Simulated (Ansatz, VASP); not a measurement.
# Co in VASP and in Ansatz

```
Co
1.0
     2.24257    0.00000    0.00000
     0.00000    2.24257    0.00000
     0.00000    0.00000    2.24257
Co
1
Direct
  0.00000 0.00000 0.00000
```

Alike in both runs: task single point; functional RPBE; k mesh 15 × 15 × 15; occupations fermi-dirac, width 0.1 eV; no spin polarisation.

|  | VASP | Ansatz |
| --- | --- | --- |
| version | VASP 6.6.1 | Ansatz 0.2.0 |
| potentials or method | VASP PAW PBE potentials, release 64 (Co), cutoff 600 eV | plane waves (420 eV) with PAW, scalar-relativistic |
| valence electrons in the cell | 9 | 17 |

VASP gave:

```
pressure (GPa) : 15.7
```

Task: Which values does Ansatz return?

Result: Pressure (GPa): 16.9.

VASP's potentials were made for PBE, not for RPBE. VASP's potentials hold 9 valence electrons a cell and Ansatz's 17, so a difference there can come from the potentials and not from the codes.
